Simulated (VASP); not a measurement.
Here is a VASP 6.6.1 calculation.

INCAR

```
PREC = Accurate
ENCUT = 520
EDIFF = 1E-6
ISMEAR = 0
SIGMA = 0.15
LREAL = F
LASPH = T
NELM = 100
ALGO = Normal
ISIF = 2
LWAVE = F
LCHARG = T
GGA = PS
IVDW = 12
LELF = T
LVHAR = T
NBANDS = 22
```

Contents of KPOINTS:

```
regular mesh
0
Gamma
  12 12 12
```

File POSCAR:

```
InSb3
1.0
    0.0000000000      3.6029904843      3.7831400085
    3.6029904843      0.0000000000      3.7831400085
    3.6029904843      3.6029904843      0.0000000000
In Sb
1 3
Direct
    0.0000000000      0.0000000000      0.0000000000
    0.2500000000      0.2500000000      0.2500000000
    0.7500000000      0.7500000000      0.7500000000
    0.5000000000      0.5000000000      0.5000000000
```

Potentials or basis: VASP PAW PBE potentials, release 64 (In_d, Sb).

The run is started by

```sh
$ cat potpaw_PBE.64/In_d/POTCAR potpaw_PBE.64/Sb/POTCAR > POTCAR
$ mpirun -np 1 vasp_std > vasp.out
```

**Question.** What does it give for the pressure?

**Answer.** 0.4 GPa.

**Question.** What does it give for the dispersion energy per atom?

**Answer.** -0.511 eV.

**Question.** Predict the band gap on the k mesh.

**Answer.** Zero (band 14 reaches 10.86 eV, above the bottom of band 15 at 7.23 eV).

Stress tensor (GPa, compression positive):
```
 0.84  0.00  0.00
 0.00  0.84  0.00
 0.00  0.00 -0.58
```

Caveat: the PAW data sets were made with another functional, which shifts forces and pressure a little; spin-orbit coupling is left out, which moves the levels of the heavy elements; pairwise dispersion overbinds metals, which lowers pressure and volume.
